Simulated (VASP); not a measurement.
Input of a VASP 6.6.1 run:

INCAR

```
SYSTEM = Mg
  PREC = Accurate
  ENCUT = 600
  EDIFF = 1E-6
  ISMEAR = -1
  SIGMA = 0.05
  LREAL = .False.
  LASPH = .True.
  NELM = 120
  ALGO = Normal
  ISIF = 2
  LWAVE = .False.
  LCHARG = .False.
  GGA = LIBXC
  LIBXC1 = GGA_X_B88
  LIBXC2 = GGA_C_PBE
  NBANDS = 9
  GGA_COMPAT = .False.
```

The input KPOINTS:

```
regular mesh
0
Gamma
  10 10 5
  0 0 0
```

POSCAR

```
Mg
1.0
    3.2515324747      0.0000000000      0.0000000000
   -1.6257662373      2.8159097243      0.0000000000
    0.0000000000      0.0000000000      5.2788644417
Mg
2
Direct
    0.6666666667      0.3333333333      0.7500000000
    0.3333333333      0.6666666667      0.2500000000
```

Potentials or basis: VASP PAW PBE potentials, release 64 (Mg).

Run with:

```bash
$ cat potpaw_PBE.64/Mg/POTCAR > POTCAR
$ mpirun -np 1 vasp_std > vasp.out
```

(1) Predict the pressure.

(2) Predict the band gap on the k mesh.

Results:

(1) -1.4 GPa.

(2) zero (bands 2 and 3 overlap by 1.91 eV).

Caveat: the PAW data sets were made with another functional, which shifts forces and pressure a little.
